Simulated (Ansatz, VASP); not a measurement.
## Two plane-wave programs on Au

```
CELL_PARAMETERS angstrom
0.00000 1.75327 1.75327
1.75327 0.00000 1.75327
1.75327 1.75327 0.00000
ATOMIC_POSITIONS crystal
Au 0.00000 0.00000 0.00000
```

Change from the starting cell: volume scaled by 0.6, PAW files.

Alike in both runs: task single point; functional PBE; k mesh 17 × 17 × 17; occupations fermi-dirac, width 0.1 eV; no spin polarisation.

```csv
,VASP,Ansatz
version,VASP 6.6.1,Ansatz 0.2.0
potentials or method,"VASP PAW PBE potentials, release 64 (Au)","PAW with Ansatz's default frozen-core files, scalar-relativistic"
plane-wave cutoff (eV),520,420
valence electrons in the cell,11,19
```

Ansatz gave:

- pressure (GPa): 301.5

Q: What did VASP give for the same quantities?

A: Pressure (GPa): 303.1.

Both programs put the cell under a high pressure, so it lies far from rest at this level. VASP's potentials hold 11 valence electrons a cell and Ansatz's 19, so a difference there can come from the potentials and not from the codes.

Neither program's run includes spin-orbit coupling. Noted on VASP's run: the cell as given lies far from equilibrium.
